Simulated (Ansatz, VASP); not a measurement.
**Two plane-wave programs on SiC**

The input INCAR:

```
SYSTEM = SiC
ALGO = Normal
DIPOL = 0.5 0.5 0.343
EDIFF = 1E-7
ENCUT = 520
GGA = PE
IDIPOL = 3
ISIF = 2
ISMEAR = 0
LASPH = .True.
LCHARG = .False.
LDIPOL = .True.
LREAL = .False.
LWAVE = .False.
NBANDS = 26
NELM = 60
PREC = Accurate
SIGMA = 0.05
```

Contents of KPOINTS:

```
k-points
0
Gamma
  9 9 1
  0 0 0
```

POSCAR

```
SiC
1.0
    3.0920147210      0.0000000000      0.0000000000
   -1.5460073605      2.6777632973      0.0000000000
    0.0000000000      0.0000000000     23.7337342075
C Si
4 4
Direct
    0.3333333333      0.6666666667      0.1685364791
    0.6666666667      0.3333333333      0.2754269682
    0.3333333333      0.6666666667      0.3835929564
    0.6666666667      0.3333333333      0.4915761113
    0.6666666667      0.3333333333      0.1950726634
    0.3333333333      0.6666666667      0.3019631523
    0.6666666667      0.3333333333      0.4085739433
    0.3333333333      0.6666666667      0.5154576225
```

Input for Ansatz:

```yaml
crystal:
  lattice:
    - [3.0920147287, 0.0, 0.0]
    - [-1.5460073644, 2.6777633039, 0.0]
    - [0.0, 0.0, 23.7337141879]
  atoms:
    - { symbol: C, position: [0.3333333333, 0.6666666667, 0.1685366213] }
    - { symbol: Si, position: [0.6666666667, 0.3333333333, 0.1950728271] }
    - { symbol: C, position: [0.6666666667, 0.3333333333, 0.275427201] }
    - { symbol: Si, position: [0.3333333333, 0.6666666667, 0.3019634068] }
    - { symbol: C, position: [0.3333333333, 0.6666666667, 0.3835926893] }
    - { symbol: Si, position: [0.6666666667, 0.3333333333, 0.4085741595] }
    - { symbol: C, position: [0.6666666667, 0.3333333333, 0.4915764918] }
    - { symbol: Si, position: [0.3333333333, 0.6666666667, 0.5154572138] }
basis:
  ecutwfc: 420
kpoints:
  mp_grid: { grid: [9, 9, 1] }
hamiltonian:
  xc: pbe
  pseudopotentials: { kind: paw, azcp: { folder: soft_1 } }
scf:
  occupations: { method: gaussian, width: 0.05 }
output:
  forces: true
  eigenvalues: true
efield:
  axis: 3
  dipole_correction: true
  ramp_width: 0.04
```

Alike in both runs: task single point; functional PBE; k mesh 9 × 9 × 1; occupations gaussian, width 0.05 eV; no spin polarisation.

|  | VASP | Ansatz |
| --- | --- | --- |
| version | VASP 6.6.1 | Ansatz 0.2.0 |
| potentials or method | VASP PAW PBE potentials, release 64 (C, Si), cutoff 520 eV | scalar-relativistic, plane waves, PAW |
| valence electrons in the cell | 32 | 32 |

|  | VASP | Ansatz | Ansatz less VASP |
| --- | --- | --- | --- |
| gap on the k mesh at the Fermi level (eV) | none | none | - |
| rms of the force components (eV/Å) | 0.841 | 0.843 | +0.0025 |

A gap of «none» marks a metal or a gap that the smearing closes. The functional is the same, so the differences come from potentials, cutoffs and numerics. Ansatz's warnings: vacuum below fermi.
